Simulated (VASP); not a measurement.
# TaN (P6_3mc) in VASP: further runs, part 2 of 2

VASP 6.6.1. Earlier steps stand in the parts before.

### Step 3. Vibrations by perturbation theory, PBE (12.88 Å³/atom)

This run uses another cell than the first one, of 12.88 Å³/atom.

The input, INCAR:

```
SYSTEM = TaN
PREC     = Accurate       ! precision mode
ENCUT    = 520            ! plane-wave cutoff, eV
EDIFF    = 1E-8           ! SCF threshold, eV
ISMEAR   = -1             ! smearing method
SIGMA    = 0.15           ! smearing width, eV
LREAL    = .False.        ! projectors in reciprocal space
LASPH    = .True.         ! aspherical terms in the spheres
NELM     = 100            ! most SCF steps
ALGO     = Normal         ! electronic algorithm
ISIF     = 2              ! what is computed and relaxed
LWAVE    = .False.        ! write WAVECAR
LCHARG   = .False.        ! write CHGCAR
GGA      = PE             ! functional
NBANDS   = 24             ! bands
IBRION   = 8              ! ionic algorithm
NSW      = 1              ! ionic steps
KPAR     = 4
```

The input, KPOINTS:

```
Automatic mesh
0
Gamma
  18 18 8
  0 0 0
```

The input, POSCAR:

```
TaN
1.0
    3.1258661737      0.0000000000      0.0000000000
   -1.5629330869      2.7070795153      0.0000000000
    0.0000000000      0.0000000000      6.0865462555
Ta N
2 2
Direct
    0.3333333333      0.6666666667      0.0305793380
    0.6666666667      0.3333333333      0.5305793380
    0.3333333333      0.6666666667      0.3544206620
    0.6666666667      0.3333333333      0.8544206620
```

Potentials or basis: VASP PAW PBE potentials, release 64 (Ta_pv, N).

Started as:

```console
cat potpaw_PBE.64/Ta_pv/POTCAR potpaw_PBE.64/N/POTCAR > POTCAR
mpirun -np 4 vasp_std > vasp.out
```

OUTCAR:

```text
SYSTEM = TaN
   PREC = Accurate
   ENCUT = 520
   EDIFF = 1E-8
   ISMEAR = -1
   LREAL = .False.
   LASPH = .True.
   NELM = 100
   ISIF = 2
   GGA = PE
   IBRION = 8
   NSW = 1

 ion  position               nearest neighbor table
   1  0.333  0.667  0.031-   3 1.97   4 2.10   4 2.10   4 2.10   2 3.54   2 3.54   2 3.54   2 3.54
                             2 3.54   2 3.54
   2  0.667  0.333  0.531-   4 1.97   3 2.10   3 2.10   3 2.10   1 3.54   1 3.54   1 3.54   1 3.54
                             1 3.54   1 3.54
   3  0.333  0.667  0.354-   1 1.97   2 2.10   2 2.10   2 2.10
   4  0.667  0.333  0.854-   2 1.97   1 2.10   1 2.10   1 2.10

  LATTYP: Found a hexagonal cell.
 ALAT       =     3.1258661737
 C/A-ratio  =     1.9471550979

  Lattice vectors:

 A1 = (   3.1258661737,   0.0000000000,   0.0000000000)
 A2 = (  -1.5629330869,   2.7070795153,   0.0000000000)
 A3 = (   0.0000000000,   0.0000000000,   6.0865462555)

Analysis of symmetry for initial positions (statically):
=====================================================================
 Subroutine PRICEL returns:
 Original cell was already a primitive cell.

 Routine SETGRP: Setting up the symmetry group for a
 hexagonal supercell.

 Subroutine GETGRP returns: Found 12 space group operations
 (whereof  6 operations were pure point group operations)
 out of a pool of 24 trial point group operations.

The static configuration has the point symmetry C_3v.
 The point group associated with its full space group is C_6v.

Analysis of symmetry for dynamics (positions and initial velocities):
=====================================================================
 Subroutine PRICEL returns:
 Original cell was already a primitive cell.

 Routine SETGRP: Setting up the symmetry group for a
 hexagonal supercell.

 Subroutine GETGRP returns: Found 12 space group operations
 (whereof  6 operations were pure point group operations)
 out of a pool of 24 trial point group operations.

The dynamic configuration has the point symmetry C_3v.
 The point group associated with its full space group is C_6v.

 Subroutine INISYM returns: Found 12 space group operations
 (whereof  6 operations are pure point group operations),
 and found     1 'primitive' translations

----------------------------------------------------------------------------------------

                                     Primitive cell

[... 809 lines left out ...]
  external PRESSURE =      55.9291679 kB  Pullay stress =       0.0000000 kB

 VOLUME and BASIS-vectors are now :
 -----------------------------------------------------------------------------
  energy-cutoff  :      520.00
  volume of cell :       51.50
      direct lattice vectors                 reciprocal lattice vectors
     3.125866174  0.000000000  0.000000000     0.319911328  0.184700892  0.000000000
    -1.562933087  2.707079515  0.000000000     0.000000000  0.369401783  0.000000000
     0.000000000  0.000000000  6.086546256     0.000000000  0.000000000  0.164296788

 POSITION                                       TOTAL-FORCE (eV/Angst)
 -----------------------------------------------------------------------------------
     -0.00000      1.80472      0.18612        -0.000000      0.000000     -0.018906
      1.56293      0.90236      3.22940         0.000000     -0.000000     -0.018906
     -0.00000      1.80472      2.15720        -0.000000      0.000000      0.018906
      1.56293      0.90236      5.20047         0.000000      0.000000      0.018906
 -----------------------------------------------------------------------------------
    total drift:                               -0.000000      0.000000     -0.000014

  FREE ENERGIE OF THE ION-ELECTRON SYSTEM (eV)
  ---------------------------------------------------
  free  energy   TOTEN  =       -43.3906092780 eV

  energy  without entropy=      -43.3138514898  energy(sigma->0) =      -43.35223038

[... ionic steps 2 to 9 ...]

--------------------------------------- Ionic step       10  -------------------------------------------

------------------------ aborting loop because EDIFF is reached ----------------------------------------

[... ionic steps 11 to 11 ...]

--------------------------------------- Ionic step       12  -------------------------------------------

 Free energy of the ion-electron system (eV)
  ---------------------------------------------------
  ---------------------------------------------------
  free energy    TOTEN  =        -0.25997162 eV

  energy without entropy =       -0.25991988

------------------------ aborting loop because EDIFF is reached ----------------------------------------

 INTERNAL STRAIN TENSOR  FOR ION    3  DIRECTION 3   (eV/Angst):
 -----------------------------------------------------------------------------
     9.44342 -0.00000 -0.00000
    -0.00000  9.44342 -0.00000
    -0.00000 -0.00000-21.32221

 INTERNAL STRAIN TENSOR FOR ION    4 for displacements in x,y,z  (eV/Angst):
          X           Y           Z          XY          YZ          ZX
  --------------------------------------------------------------------------------
  x    -0.00000     0.00000     0.00000     7.50099    -0.00000     7.51113
  y     7.50099    -7.50099    -0.00000     0.00000     7.00597    -0.00000
  z     9.44342     9.44342   -21.32221    -0.00000     0.00000     0.00000

 SECOND DERIVATIVES (NOT SYMMETRIZED)
 ------------------------------------
               1X          1Y          1Z          2X          2Y          2Z          3X          3Y          3Z          4X          4Y          4Z
  1X   -11.589196    0.000000    0.000000    0.238882   -0.000000    0.000000    2.249010   -0.000000   -0.000000    9.101303   -0.000000   -0.000000
  1Y     0.000000  -11.589196    0.000000   -0.000000    0.238882   -0.000000   -0.000000    2.249010    0.000000   -0.000000    9.101303    0.000000
  1Z     0.000000    0.000000  -27.125764   -0.000000    0.000000    5.708609    0.000000   -0.000000   17.175919    0.000000    0.000000    4.241237
  2X     0.238882   -0.000000   -0.000000  -11.589196    0.000000   -0.000000    9.101303   -0.000000   -0.000000    2.249010   -0.000000    0.000000
  2Y    -0.000000    0.238882   -0.000000    0.000000  -11.589196   -0.000000   -0.000000    9.101303   -0.000000   -0.000000    2.249010    0.000000
  2Z     0.000000   -0.000000    5.708609    0.000000   -0.000000  -27.125764    0.000000    0.000000    4.241237   -0.000000    0.000000   17.175919
  3X     2.250336   -0.000000    0.000000    9.103571   -0.000000    0.000000   -8.913072    0.000000    0.000000   -2.440836    0.000000    0.000000
  3Y    -0.000000    2.250336   -0.000000   -0.000000    9.103571    0.000000    0.000000   -8.913072    0.000000    0.000000   -2.440836    0.000000
  3Z    -0.000000    0.000000   17.259028    0.000000    0.000000    4.159079    0.000000    0.000000  -19.438402    0.000000   -0.000000   -1.979705
  4X     9.103571   -0.000000    0.000000    2.250336   -0.000000    0.000000   -2.440836    0.000000   -0.000000   -8.913072    0.000000   -0.000000
  4Y    -0.000000    9.103571   -0.000000   -0.000000    2.250336    0.000000    0.000000   -2.440836   -0.000000    0.000000   -8.913072   -0.000000
  4Z    -0.000000   -0.000000    4.159079   -0.000000    0.000000   17.259028    0.000000    0.000000   -1.979705   -0.000000    0.000000  -19.438402

 Eigenvectors and eigenvalues of the dynamical matrix
 ----------------------------------------------------

   1 f  =   20.069875 THz   126.102741 2PiTHz  669.458955 cm-1    83.002294 meV
             X         Y         Z           dx          dy          dz
     -0.000000  1.804720  0.186123     0.000000   -0.000000   -0.189494
      1.562933  0.902360  3.229396     0.000000   -0.000000   -0.189494
     -0.000000  1.804720  2.157198    -0.000000    0.000000    0.681243
      1.562933  0.902360  5.200471    -0.000000    0.000000    0.681243
[... 71 lines left out ...]
  12 f/i=    0.000597 THz     0.003752 2PiTHz    0.019918 cm-1     0.002469 meV
             X         Y         Z           dx          dy          dz
     -0.000000  1.804720  0.186123    -0.671243    0.116336    0.000000
      1.562933  0.902360  3.229396    -0.671243    0.116336    0.000000
     -0.000000  1.804720  2.157198    -0.186687    0.032355    0.000000
      1.562933  0.902360  5.200471    -0.186687    0.032355    0.000000

--------------------------------------------------------------------------------------------------------

 ELASTIC MODULI CONTR FROM IONIC RELAXATION (kBar)
 Direction    XX          YY          ZZ          XY          YZ          ZX
 --------------------------------------------------------------------------------
 XX        -812.3531    299.5249    579.3283      0.0000      0.0000      0.0000
 YY         299.5249   -812.3531    579.3283      0.0000     -0.0000     -0.0000
 ZZ         579.3283    579.3283  -1308.9031     -0.0000      0.0000     -0.0000
 XY           0.0000      0.0000     -0.0000   -555.9390     -0.0000     -0.0000
 YZ           0.0000     -0.0000      0.0000     -0.0000   -221.7964      0.0000
 ZX           0.0000     -0.0000     -0.0000      0.0000      0.0000   -302.4434
 --------------------------------------------------------------------------------
```

Wall time 45 min (4 MPI ranks of Oxide Virtual Turin-like, shared host); peak memory 2.7 GiB.

Results:

```
Highest phonon frequency at Γ : 669 cm⁻¹
```

Phonon frequencies in cm⁻¹ (negative: imaginary):
```tsv
q point	frequencies
(0.000, 0.000, 0.000)	0 0 0 79 79 182 370 370 487 487 596 669
```

Caveat: the cell stands under pressure or tension, which shifts response properties; spin-orbit coupling is left out, which moves the levels of the heavy elements.
